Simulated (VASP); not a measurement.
Here is a VASP 6.6.1 calculation.

INCAR

```
SYSTEM = LaNb2N2
ALGO = Normal ; EDIFF = 1E-7
ENCUT = 520 ; GGA = PE
ISIF = 2 ; ISMEAR = 0
ISPIN = 2 ; LASPH = .TRUE.
LCHARG = .TRUE. ; LELF = .TRUE.
LMAXMIX = 6 ; LORBIT = 11
LREAL = .FALSE. ; LVHAR = .TRUE.
LWAVE = .FALSE. ; MAGMOM = 0 0 0 0 0
NBANDS = 36 ; NELM = 150
PREC = Accurate ; SIGMA = 0.1
```

Contents of KPOINTS:

```
k-points
0
G
  6 6 6
  0 0 0
```

The input POSCAR:

```
LaNb2N2
1.0
   -1.9008466300      1.9008466300      5.9767711200
    1.9008466300     -1.9008466300      5.9767711200
    1.9008466300      1.9008466300     -5.9767711200
La Nb N
1 2 2
Direct
    0.0000000000      0.0000000000      0.0000000000
    0.3443000000      0.3443000000      0.0000000000
    0.6557000000      0.6557000000      0.0000000000
    0.1411000000      0.1411000000      0.0000000000
    0.8589000000      0.8589000000      0.0000000000
```

Potentials or basis: VASP PAW PBE potentials, release 64 (La, Nb_sv, N).

Run with:

```sh
$ cat potpaw_PBE.64/La/POTCAR potpaw_PBE.64/Nb_sv/POTCAR potpaw_PBE.64/N/POTCAR > POTCAR
$ mpirun -np 1 vasp_std > vasp.out
```

**Question.** What does it give for the pressure?

**Answer.** 11.0 GPa.

**Question.** Predict the largest force.

**Answer.** 12.764 eV/Å.

Stress tensor (GPa, compression positive):
```
-19.57   0.00   0.00
  0.00 -19.57   0.00
  0.00   0.00  72.19
```

Caveat: the cell stands under pressure; forces of over 1 eV/Å act on the atoms, so gaps and moduli don't describe the material at rest.
